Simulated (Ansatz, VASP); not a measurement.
## One calculation of Be2C, two programs

```
CELL_PARAMETERS angstrom
0.00000 2.21450 2.21450
2.21450 0.00000 2.21450
2.21450 2.21450 0.00000
ATOMIC_POSITIONS crystal
C 0.00000 0.00000 0.00000
Be 0.25000 0.25000 0.25000
Be 0.75000 0.75000 0.75000
```

Change from the starting cell: hydrostatic strain +2.5%.

Alike in both runs: task single point; functional HSE06; k mesh 8 × 8 × 8; no spin polarisation.

```csv
,VASP,Ansatz
version,VASP 6.6.1,Ansatz 0.2.0
potentials or method,"VASP PAW PBE potentials, release 64 (C, Be)","plane waves, PAW"
plane-wave cutoff (eV),520,420
occupations,"gaussian, width 0.01 eV",fixed
valence electrons in the cell,8,8
```

|  | VASP | Ansatz | Ansatz less VASP |
| --- | --- | --- | --- |
| gap on the k mesh at the Fermi level (eV) | 1.85 | 1.86 | +0.011 |
| pressure (GPa) | -15.3 | -15.5 | -0.23 |

Ansatz's warnings: stress exchange threshold loose, stress scf threshold loose.
